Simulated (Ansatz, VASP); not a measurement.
Two plane-wave programs on Ta

INCAR

```
PREC     = Accurate       # precision mode
ENCUT    = 520            # plane-wave cutoff, eV
EDIFF    = 1E-7           # SCF threshold, eV
ISMEAR   = 0              # smearing method
SIGMA    = 0.15           # smearing width, eV
LREAL    = False          # projectors in reciprocal space
LASPH    = True           # aspherical terms in the spheres
NELM     = 60             # most SCF steps
ALGO     = Fast           # electronic algorithm
ISIF     = 2              # what is computed and relaxed
LWAVE    = False          # write WAVECAR
LCHARG   = False          # write CHGCAR
GGA      = PE             # functional
NBANDS   = 12             # bands
```

Contents of KPOINTS:

```
Automatic mesh
0
Gamma
  20 20 20
```

File POSCAR:

```
Ta
1.0
   -1.4243067033      1.4243067033      2.2978340045
    1.4243067033     -1.4243067033      2.2978340045
    1.4243067033      1.4243067033     -2.2978340045
Ta
1
Direct
    0.0000000000      0.0000000000      0.0000000000
```

Input for Ansatz:

```yaml
crystal:
  lattice:
    - [-1.4243067033, 1.4243067033, 2.2978340045]
    - [1.4243067033, -1.4243067033, 2.2978340045]
    - [1.4243067033, 1.4243067033, -2.2978340045]
  atoms:
    - { symbol: Ta, position: [0.0, 0.0, 0.0] }
basis:
  ecutwfc: 420
kpoints:
  mp_grid: { grid: [20, 20, 20] }
hamiltonian:
  xc: pbe
  pseudopotentials: { kind: paw, azcp: { folder: soft_1 } }
scf:
  occupations: { method: gaussian, width: 0.15 }
output:
  forces: true
  stress: true
  eigenvalues: true
```

Alike in both runs: task single point; functional PBE; k mesh 20 × 20 × 20; occupations gaussian, width 0.15 eV; no spin polarisation.

|  | VASP | Ansatz |
| --- | --- | --- |
| version | VASP 6.6.1 | Ansatz 0.2.0 |
| potentials or method | VASP PAW PBE potentials, release 64 (Ta_pv), cutoff 520 eV | scalar-relativistic, plane waves, PAW |
| valence electrons in the cell | 11 | 13 |

```csv
,VASP,Ansatz,Ansatz less VASP
gap on the k mesh at the Fermi level (eV),none,none,-
pressure (GPa),0.2,0.1,-0.05
"traceless stress, the component that is largest in VASP (GPa)",4.58,4.57,-0.004
```

A gap of «none» marks a metal or a gap that the smearing closes. The functional is the same, so the differences come from potentials, cutoffs and numerics. VASP's potentials hold 11 valence electrons a cell and Ansatz's 13, so a difference there can come from the potentials and not from the codes.

Spin-orbit coupling is off throughout.
